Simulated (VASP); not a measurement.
Be2CdS, 4 atoms in the cell. It takes space group P-4m2 (No. 115, tetragonal). The conventional cell has a = 3.205 Å, b = 3.205 Å, c = 6.746 Å, α = 90.00°, β = 90.00°, γ = 90.00°. Be (site symmetry 2mm) has 2 S at 2.03 Å and 2 Cd at 2.66 Å within 2.7 Å. Within 3.5 Å of Cd (site symmetry -4m2) lie 4 Be at 2.66 Å and 4 Cd at 3.21 Å. Within 2.7 Å of S (site symmetry -4m2) lie 4 Be at 2.03 Å. The cell was built from a structure type or drawn by symmetry, and may not be a known phase.

* Program: VASP 6.6.1
* Task: single point
* Functional: PBE
* Potentials or basis: VASP PAW PBE potentials, release 64 (Be, Cd, S)
* Cutoff: 520 eV
* k mesh: 6 × 6 × 4
* Occupations: gaussian, width 0.1 eV
* Spin: no spin polarisation
* Dipole correction: no
* Further INCAR settings: ALGO = Normal; EDIFF = 1e-06; NBANDS = 19

Potentials or basis: VASP PAW PBE potentials, release 64 (Be, Cd, S).

The run is started by

```bash
$ cat potpaw_PBE.64/Be/POTCAR potpaw_PBE.64/Cd/POTCAR potpaw_PBE.64/S/POTCAR > POTCAR
$ mpirun -np 1 vasp_std > vasp.out
```

Hardware: 1 thread of Intel(R) Xeon(R) Platinum 8375C CPU @ 2.90GHz (Ice Lake), with other jobs on the host.

Task: How long does it take, and how much memory?

Result: Wall time 24 s on 1 thread of Intel(R) Xeon(R) Platinum 8375C CPU @ 2.90GHz (Ice Lake), with other jobs on the host, peak memory 0.19 GiB. Counts: scf iterations 13, k points 30.
